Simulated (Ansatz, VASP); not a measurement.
**Two plane-wave programs on ZnSe**

```
Se Zn
1.0
     0.00000    2.83380    2.83380
     2.83380    0.00000    2.83380
     2.83380    2.83380    0.00000
Se Zn
1 1
Direct
  0.75000 0.75000 0.75000
  0.00000 0.00000 0.00000
```

Alike in both runs: task relaxation of cell and atoms; functional PBEsol; dispersion D4; k mesh 8 × 8 × 8; occupations fermi-dirac, width 0.05 eV; no spin polarisation.

|  | VASP | Ansatz |
| --- | --- | --- |
| version | VASP 6.6.1 | Ansatz 0.2.0 |
| potentials or method | VASP PAW PBE potentials, release 64 (Se, Zn) | Ansatz PAW |
| plane-wave cutoff (eV) | 600 | 420 |
| valence electrons in the cell | 18 | 28 |

VASP gave:

| Quantity | Value |
| --- | --- |
| gap on the k mesh at the Fermi level, each at its own relaxed structure (eV) | 1.30 |
| relaxed volume (Å³/atom) | 22.03 |
| relaxed cell length with the largest relative difference (Å) | 3.965 |

What did Ansatz give for the same quantities?

gap on the k mesh at the Fermi level, each at its own relaxed structure (eV): 1.32; relaxed volume (Å³/atom): 21.91; relaxed cell length with the largest relative difference (Å): 3.957.

VASP's potentials were made for PBE, not for PBEsol. VASP's potentials hold 18 valence electrons a cell and Ansatz's 28, so a difference there can come from the potentials and not from the codes.

Noted on Ansatz's run: the plane-wave basis is chosen anew once the cell has moved, so the energies of steps on either side of that aren't comparable.
